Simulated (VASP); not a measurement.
# ZnO (P6_3mc) in VASP: a series of runs

ZnO is run at these levels: LDA; tasks: single point.

Program: VASP 6.6.1. These are calculated values, not measurements. Logs are shortened: lines on timing, memory, paths and dates and some standing lists are left out, and cuts for length are marked.

### Step 1. The cell of the first run

It takes space group P6_3mc (No. 186, hexagonal). The conventional cell has a = 3.271 Å, b = 3.271 Å, c = 5.238 Å, α = 90.00°, β = 90.00°, γ = 120.00°. Within 2.6 Å of Zn (site symmetry 3m) lie 4 O at 1.99 to 2.00 Å. O (site symmetry 3m) has 4 Zn at 1.99 to 2.00 Å within 2.6 Å.

### Step 2. Single point, LDA (volume scaled by 1.02)

INCAR

```
SYSTEM = ZnO
  ALGO = Normal
  EDIFF = 1E-6
  ENCUT = 520
  GGA = CA
  ISIF = 2
  ISMEAR = -1
  LASPH = .TRUE.
  LCHARG = .FALSE.
  LREAL = .FALSE.
  LWAVE = .FALSE.
  NBANDS = 26
  NELM = 100
  PREC = Accurate
  SIGMA = 0.01
```

KPOINTS

```
k-points
0
G
  8 8 5
  0 0 0
```

POSCAR

```
ZnO
1.0
    3.2709185479      0.0000000000      0.0000000000
   -1.6354592739      2.8326985562      0.0000000000
    0.0000000000      0.0000000000      5.2382632560
Zn O
2 2
Direct
    0.3333333333      0.6666666667      0.0000000000
    0.6666666667      0.3333333333      0.5000000000
    0.3333333333      0.6666666667      0.3821000000
    0.6666666667      0.3333333333      0.8821000000
```

Potentials or basis: VASP PAW LDA potentials, release 64 (Zn, O).

Started as:

```sh
> cat potpaw_LDA.64/Zn/POTCAR potpaw_LDA.64/O/POTCAR > POTCAR
> mpirun -np 1 vasp_std > vasp.out
```

OUTCAR:

```text
SYSTEM = ZnO
   EDIFF = 1E-6
   ENCUT = 520
   GGA = CA
   ISIF = 2
   ISMEAR = -1
   LASPH = .TRUE.
   LREAL = .FALSE.
   NELM = 100
   PREC = Accurate

 ion  position               nearest neighbor table
   1  0.333  0.667  0.000-   4 1.99   4 1.99   4 1.99   3 2.00
   2  0.667  0.333  0.500-   3 1.99   3 1.99   3 1.99   4 2.00
   3  0.333  0.667  0.382-   2 1.99   2 1.99   2 1.99   1 2.00
   4  0.667  0.333  0.882-   1 1.99   1 1.99   1 1.99   2 2.00

  LATTYP: Found a hexagonal cell.
 ALAT       =     3.2709185479
 C/A-ratio  =     1.6014655147

  Lattice vectors:

 A1 = (   3.2709185479,   0.0000000000,   0.0000000000)
 A2 = (  -1.6354592739,   2.8326985562,   0.0000000000)
 A3 = (   0.0000000000,   0.0000000000,   5.2382632560)

Analysis of symmetry for initial positions (statically):
=====================================================================
 Subroutine PRICEL returns:
 Original cell was already a primitive cell.

 Routine SETGRP: Setting up the symmetry group for a
 hexagonal supercell.

 Subroutine GETGRP returns: Found 12 space group operations
 (whereof  6 operations were pure point group operations)
 out of a pool of 24 trial point group operations.

The static configuration has the point symmetry C_3v.
 The point group associated with its full space group is C_6v.

Analysis of symmetry for dynamics (positions and initial velocities):
=====================================================================
 Subroutine PRICEL returns:
 Original cell was already a primitive cell.

 Routine SETGRP: Setting up the symmetry group for a
 hexagonal supercell.

 Subroutine GETGRP returns: Found 12 space group operations
 (whereof  6 operations were pure point group operations)
 out of a pool of 24 trial point group operations.

The dynamic configuration has the point symmetry C_3v.
 The point group associated with its full space group is C_6v.

 Subroutine INISYM returns: Found 12 space group operations
 (whereof  6 operations are pure point group operations),
 and found     1 'primitive' translations

----------------------------------------------------------------------------------------

                                     Primitive cell

  volume of cell :      48.5353

  direct lattice vectors                    reciprocal lattice vectors
     3.270918548  0.000000000  0.000000000     0.305724519  0.176510133  0.000000000
    -1.635459274  2.832698556  0.000000000     0.000000000  0.353020267  0.000000000
     0.000000000  0.000000000  5.238263256     0.000000000  0.000000000  0.190902967

  length of vectors
     3.270918548  3.270918548  5.238263256     0.353020267  0.353020267  0.190902967

  position of ions in fractional coordinates (direct lattice)
     0.333333333  0.666666667  0.000000000
     0.666666667  0.333333333  0.500000000
     0.333333333  0.666666667  0.382100000
     0.666666667  0.333333333  0.882100000

  ion indices of the primitive-cell ions
   primitive index   ion index
                 1           1
                 2           2
                 3           3
                 4           4

----------------------------------------------------------------------------------------

 KPOINTS: k-points

Automatic generation of k-mesh.
 Grid dimensions read from file:
 generate k-points for:    8    8    5

 Generating k-lattice:

  Cartesian coordinates                     Fractional coordinates (reciprocal lattice)
     0.038215565  0.022063767  0.000000000     0.125000000 -0.000000000  0.000000000
     0.000000000  0.044127533  0.000000000     0.000000000  0.125000000  0.000000000
     0.000000000  0.000000000  0.038180593     0.000000000  0.000000000  0.200000000

  Length of vectors
     0.044127533  0.044127533  0.038180593

  Shift w.r.t. Gamma in fractional coordinates (k-lattice)
     0.000000000  0.000000000  0.000000000

 Subroutine IBZKPT returns following result:
 ===========================================

 Found     30 irreducible k-points:

 Following reciprocal coordinates:
            Coordinates               Weight
  0.000000  0.000000  0.000000      1.000000
  0.125000  0.000000  0.000000      6.000000
  0.250000  0.000000  0.000000      6.000000
  0.375000  0.000000  0.000000      6.000000
  0.500000  0.000000  0.000000      3.000000
  0.125000  0.125000  0.000000      6.000000
[... 16 lines left out ...]
  0.250000  0.000000  0.400000     12.000000
  0.375000  0.000000  0.400000     12.000000
 [... further k-points ...]
   k-points           NKPTS =     30   k-points in BZ     NKDIM =     30   number of bands    NBANDS=     26
   number of dos      NEDOS =    301   number of ions     NIONS =      4
   total plane-waves  NPLWV =  23040
   dimension x,y,z NGX =    24 NGY =   24 NGZ =   40
   dimension x,y,z NGXF=    48 NGYF=   48 NGZF=   80
   ions per type =               2   2
   NGX,Y,Z   is equivalent  to a cutoff of  12.20, 12.20, 12.69 a.u.
   NGXF,Y,Z  is equivalent  to a cutoff of  24.40, 24.40, 25.39 a.u.
 SYSTEM =  ZnO
   PREC   = accura    normal or accurate (medium, high low for compatibility)
   ISTART =      0    job   : 0-new  1-cont  2-samecut
   ICHARG =      2    charge: 1-file 2-atom 10-const
   ISPIN  =      1    spin polarized calculation?
   LNONCOLLINEAR =      F non collinear calculations
   LSORBIT =      F    spin-orbit coupling
   LASPH  =      T    aspherical Exc in radial PAW
   ENCUT  =  520.0 eV  38.22 Ry    6.18 a.u.   6.08  6.08  9.74*2*pi/ulx,y,z
   NELM   =    100;   NELMIN=  2; NELMDL= -5     # of ELM steps
   EDIFF  = 0.1E-05   stopping-criterion for ELM
   LREAL  =      F    real-space projection
   EDIFFG = 0.1E-04   stopping-criterion for IOM
   NSW    =      0    number of steps for IOM
   IBRION =     -1    ionic relax: 0-MD 1-quasi-New 2-CG
   NFREE  =      0    steps in history (QN), initial steepest desc. (CG)
   ISIF   =      2    stress and relaxation
   ISYM   =      2    0-nonsym 1-usesym 2-fastsym
   POTIM  = 0.5000    time-step for ionic-motion
   TEBEG  =    0.0;   TEEND  =   0.0 temperature during run
   PSTRESS=    0.0 pullay stress
   NELECT =      36.0000    total number of electrons
   NUPDOWN=      -1.0000    fix difference up-down
   EMIN   =  10.00;   EMAX   =-10.00  energy-range for DOS
   EFERMI =   0.00;   METHOD = LEGACY
   ISMEAR =    -1;   SIGMA  =   0.01  broadening in eV -4-tet -1-fermi 0-gaus
   EFERMI_NEDOS =   21; number of points for ismear=-14 and -15
   IALGO  =     38    algorithm
   IMIX   =      4    mixing-type and parameters
     AMIX     =   0.40;   BMIX     =  1.00
     AMIX_MAG =   1.60;   BMIX_MAG =  1.00
  volume/ion in A,a.u.               =      12.13        81.88
  Fermi-wavevector in a.u.,A,eV,Ry     =   1.481915  2.800413 29.879361  2.196071
  Thomas-Fermi vector in A             =   2.595766
   LORBIT       =      0    0 simple, 1 ext, 2 COOP (PROOUT), +10 PAW based schemes
   GGA     = CA    functional components
   LHFCALC =     F    Hartree Fock is set to
   AEXX    =    0.0000 exact exchange contribution
   IVDW    =     0    specifies the selected vdW correction
   LEPSILON=     F    determine dielectric tensor
   LRPA    =     F    only Hartree local field effects (RPA)
 non-spin polarized calculation
  energy-cutoff  :      520.00
  volume of cell :       48.54
 maximum number of plane-waves:      1326
   NGX = 13   NGY = 13   NGZ = 19

 number of electron      36.0000021 magnetization

 Free energy of the ion-electron system (eV)
  ---------------------------------------------------
  ext. energy  EPLUGINS =         0.00000000
  ---------------------------------------------------
  free energy    TOTEN  =       -21.07975334 eV

  energy without entropy =      -21.07975334  energy(sigma->0) =      -21.07975334

 E-fermi :   0.9337     XC(G=0): -11.3605

 val. band max:        0.7012900881   @ k =   0.0000   0.0000   0.0000
 cond. band min:       1.4115199044   @ k =   0.0000   0.0000   0.0000
 fundamental gap:      0.7102298163
 Fermi energy:         0.9337473041

 k-point     1 :       0.0000    0.0000    0.0000
  band No.  band energies     occupation
      1     -16.9439      2.00000
      2     -16.1999      2.00000
      3      -4.9887      2.00000
      4      -4.9887      2.00000
      5      -4.9073      2.00000
      6      -4.8273      2.00000
[... 18 lines left out ...]
     25      14.4761      0.00000
     26      14.4761      0.00000

 k-point     2 :       0.1250    0.0000    0.0000
  band No.  band energies     occupation
      1     -16.8578      2.00000
      2     -16.1625      2.00000
      3      -5.0752      2.00000
      4      -4.9397      2.00000
      5      -4.8672      2.00000
      6      -4.8164      2.00000
[... 18 lines left out ...]
     25      14.5966      0.00000
     26      14.6499      0.00000

 k-point     3 :       0.2500    0.0000    0.0000
  band No.  band energies     occupation
      1     -16.6355      2.00000
      2     -16.0794      2.00000
      3      -5.2244      2.00000
      4      -4.8916      2.00000
      5      -4.8326      2.00000
      6      -4.6934      2.00000
[... 18 lines left out ...]
     25      13.7314      0.00000
     26      14.5800      0.00000

 k-point     4 :       0.3750    0.0000    0.0000
  band No.  band energies     occupation
      1     -16.3784      2.00000
      2     -16.0195      2.00000
      3      -5.2571      2.00000
      4      -4.9404      2.00000
      5      -4.7515      2.00000
      6      -4.4907      2.00000
[... 18 lines left out ...]
     25      13.7942      0.00000
     26      14.4777      0.00000
[... 496 lines left out ...]
      1     -16.6245      2.00000
      2     -16.4096      2.00000
      3      -5.1979      2.00000
      4      -5.1823      2.00000
      5      -4.8939      2.00000
      6      -4.8835      2.00000
[... 18 lines left out ...]
     25      13.5202      0.00000
     26      13.8588      0.00000

 k-point    23 :       0.2500    0.0000    0.4000
  band No.  band energies     occupation
      1     -16.4441      2.00000
      2     -16.2718      2.00000
      3      -5.3210      2.00000
      4      -5.2550      2.00000
      5      -4.7587      2.00000
      6      -4.7442      2.00000
[... 18 lines left out ...]
     25      13.8158      0.00000
     26      14.0544      0.00000

 k-point    24 :       0.3750    0.0000    0.4000
  band No.  band energies     occupation
      1     -16.2485      2.00000
      2     -16.1372      2.00000
      3      -5.3712      2.00000
      4      -5.2993      2.00000
      5      -4.6312      2.00000
      6      -4.5611      2.00000
[... 18 lines left out ...]
     25      13.9608      0.00000
     26      14.1757      0.00000

 [... further k-points ...]
[... 5 lines left out ...]
  --------------------------------------------------------------------------------------
  -------------------------------------------------------------------------------------
  Total       -2.6679458     -2.6679458     -2.4595610     -0.0000000      0.0000000      0.0000000
  in kB      -88.0704411    -88.0704411    -81.1915376     -0.0000000      0.0000000      0.0000000
  external PRESSURE =     -85.7774733 kB  Pullay stress =       0.0000000 kB

 VOLUME and BASIS-vectors are now :
 -----------------------------------------------------------------------------
  energy-cutoff  :      520.00
  volume of cell :       48.54
      direct lattice vectors                 reciprocal lattice vectors
     3.270918548  0.000000000  0.000000000     0.305724519  0.176510133  0.000000000
    -1.635459274  2.832698556  0.000000000     0.000000000  0.353020267  0.000000000
     0.000000000  0.000000000  5.238263256     0.000000000  0.000000000  0.190902967

 POSITION                                       TOTAL-FORCE (eV/Angst)
 -----------------------------------------------------------------------------------
     -0.00000      1.88847      0.00000         0.000000      0.000000      0.040189
      1.63546      0.94423      2.61913        -0.000000      0.000000      0.040189
     -0.00000      1.88847      2.00154        -0.000000      0.000000     -0.040189
      1.63546      0.94423      4.62067         0.000000     -0.000000     -0.040189
 -----------------------------------------------------------------------------------
    total drift:                               -0.000001     -0.000001     -0.000264

  FREE ENERGIE OF THE ION-ELECTRON SYSTEM (eV)
  ---------------------------------------------------
  free  energy   TOTEN  =       -21.0797533371 eV

  energy  without entropy=      -21.0797533371  energy(sigma->0) =      -21.07975334
```

It took 30 s on 1 thread of Intel Xeon Platinum 8488C (Sapphire Rapids), shared host; peak memory 0.16 GiB.

Results:

```
Free energy            : -21.0798 eV
Pressure               : -8.6 GPa
Largest force          : 0.040 eV/Å
Band gap on the k mesh : 0.71 eV, direct
```

Forces in eV/Å, atoms in the order of the input:
```
Zn   0.000  0.000  0.040
Zn   0.000  0.000  0.040
O    0.000  0.000 -0.040
O    0.000  0.000 -0.040
```

Levels at points of the mesh, in eV from the valence-band top:
```csv
k point,band 16,band 17,band 18,band 19,band 20,band 21
"(0.00, 0.00, 0.00)",-0.08,0.00,0.00,0.71,4.99,8.05
"(0.50, 0.00, 0.00)",-2.24,-1.26,-0.84,5.59,6.68,7.45
```

### Step 3. Single point, LDA (volume scaled by 1.06)

INCAR

```
ALGO = Normal
EDIFF = 1E-6
ENCUT = 520
ISIF = 2
ISMEAR = -1
LASPH = True
LCHARG = False
LREAL = False
LWAVE = False
NBANDS = 26
NELM = 80
PREC = Accurate
SIGMA = 0.01
```

KPOINTS

```
k-points
0
Gamma
  8 8 5
```

POSCAR

```
ZnO
1.0
    3.3131286040      0.0000000000      0.0000000000
   -1.6565643020      2.8692535371      0.0000000000
    0.0000000000      0.0000000000      5.3058612053
Zn O
2 2
Direct
    0.3333333333      0.6666666667      0.0000000000
    0.6666666667      0.3333333333      0.5000000000
    0.3333333333      0.6666666667      0.3821000000
    0.6666666667      0.3333333333      0.8821000000
```

Potentials or basis: VASP PAW LDA potentials, release 64 (Zn, O).

Started as:

```sh
> cat potpaw_LDA.64/Zn/POTCAR potpaw_LDA.64/O/POTCAR > POTCAR
> mpirun -np 1 vasp_std > vasp.out
```

OUTCAR:

```text
EDIFF = 1E-6
   ENCUT = 520
   ISIF = 2
   ISMEAR = -1
   LASPH = True
   LREAL = False
   NELM = 80
   PREC = Accurate

 ion  position               nearest neighbor table
   1  0.333  0.667  0.000-   4 2.01   4 2.01   4 2.01   3 2.03
   2  0.667  0.333  0.500-   3 2.01   3 2.01   3 2.01   4 2.03
   3  0.333  0.667  0.382-   2 2.01   2 2.01   2 2.01   1 2.03
   4  0.667  0.333  0.882-   1 2.01   1 2.01   1 2.01   2 2.03

  LATTYP: Found a hexagonal cell.
 ALAT       =     3.3131286040
 C/A-ratio  =     1.6014655148

  Lattice vectors:

 A1 = (   3.3131286040,   0.0000000000,   0.0000000000)
 A2 = (  -1.6565643020,   2.8692535371,   0.0000000000)
 A3 = (   0.0000000000,   0.0000000000,   5.3058612053)

Analysis of symmetry for initial positions (statically):
=====================================================================
 Subroutine PRICEL returns:
 Original cell was already a primitive cell.

 Routine SETGRP: Setting up the symmetry group for a
 hexagonal supercell.

 Subroutine GETGRP returns: Found 12 space group operations
 (whereof  6 operations were pure point group operations)
 out of a pool of 24 trial point group operations.
[... 163 lines left out ...]
  ext. energy  EPLUGINS =         0.00000000
  ---------------------------------------------------
  free energy    TOTEN  =       -20.95383886 eV

  energy without entropy =      -20.95383886  energy(sigma->0) =      -20.95383886

 E-fermi :   0.5577     XC(G=0): -11.1601

 val. band max:        0.3628817733   @ k =   0.0000   0.0000   0.0000
 cond. band min:       1.0100180878   @ k =   0.0000   0.0000   0.0000
 fundamental gap:      0.6471363146
 Fermi energy:         0.5576753320

 k-point     1 :       0.0000    0.0000    0.0000
  band No.  band energies     occupation
      1     -16.9846      2.00000
      2     -16.2991      2.00000
      3      -5.1577      2.00000
      4      -5.1577      2.00000
      5      -5.0845      2.00000
      6      -4.9922      2.00000
[... 685 lines left out ...]
     25      13.3896      0.00000
     26      13.5817      0.00000

 [... further k-points ...]
[... 5 lines left out ...]
  --------------------------------------------------------------------------------------
  -------------------------------------------------------------------------------------
  Total       -4.1200191     -4.1200191     -3.8697771      0.0000000      0.0000000      0.0000000
  in kB     -130.8719908   -130.8719908   -122.9230793      0.0000000      0.0000000      0.0000000
  external PRESSURE =    -128.2223537 kB  Pullay stress =       0.0000000 kB

 VOLUME and BASIS-vectors are now :
 -----------------------------------------------------------------------------
  energy-cutoff  :      520.00
  volume of cell :       50.44
      direct lattice vectors                 reciprocal lattice vectors
     3.313128604  0.000000000  0.000000000     0.301829515  0.174261352  0.000000000
    -1.656564302  2.869253537  0.000000000     0.000000000  0.348522704  0.000000000
     0.000000000  0.000000000  5.305861205     0.000000000  0.000000000  0.188470818

 POSITION                                       TOTAL-FORCE (eV/Angst)
 -----------------------------------------------------------------------------------
     -0.00000      1.91284      0.00000         0.000000     -0.000000      0.039572
      1.65656      0.95642      2.65293        -0.000000      0.000000      0.039572
     -0.00000      1.91284      2.02737         0.000000     -0.000000     -0.039572
      1.65656      0.95642      4.68030        -0.000000      0.000000     -0.039572
 -----------------------------------------------------------------------------------
    total drift:                               -0.000000      0.000000     -0.000413

  FREE ENERGIE OF THE ION-ELECTRON SYSTEM (eV)
  ---------------------------------------------------
  free  energy   TOTEN  =       -20.9538388637 eV

  energy  without entropy=      -20.9538388637  energy(sigma->0) =      -20.95383886
```

stdout:

```text
POSCAR found type information on POSCAR ZnO
 POSCAR found :  2 types and       4 ions
 scaLAPACK will be used
 LDA part: xc-table for (Slater(with rela. corr.)+CA(PZ))
 , standard interpolation
 POSCAR, INCAR and KPOINTS ok, starting setup
 FFT: planning ... GRIDC
 FFT: planning ... GRID_SOFT
 FFT: planning ... GRID
 WAVECAR not read
 entering main loop
```

Run time: 48 s. Hardware: 1 thread of Intel Xeon Platinum 8488C (Sapphire Rapids), shared host; peak memory 0.17 GiB.

Results:

- Free energy: -20.9538 eV
- Pressure: -12.8 GPa
- Largest force: 0.040 eV/Å
- Band gap on the k mesh: 0.65 eV, direct

Forces in eV/Å, atoms in the order of the input:
```
Zn   0.000  0.000  0.040
Zn   0.000  0.000  0.040
O    0.000  0.000 -0.040
O    0.000  0.000 -0.040
```

Stress tensor (GPa, compression positive):
```
-13.09   0.00   0.00
  0.00 -13.09   0.00
  0.00   0.00 -12.29
```

Levels at points of the mesh, in eV from the valence-band top:
```csv
k point,band 15,band 16,band 17,band 18,band 19,band 20,band 21,band 22
"(0.00, 0.00, 0.00)",-0.73,-0.07,0.00,0.00,0.65,4.85,7.92,12.34
"(0.50, 0.00, 0.00)",-2.68,-2.11,-1.20,-0.79,5.42,6.63,7.40,7.94
```
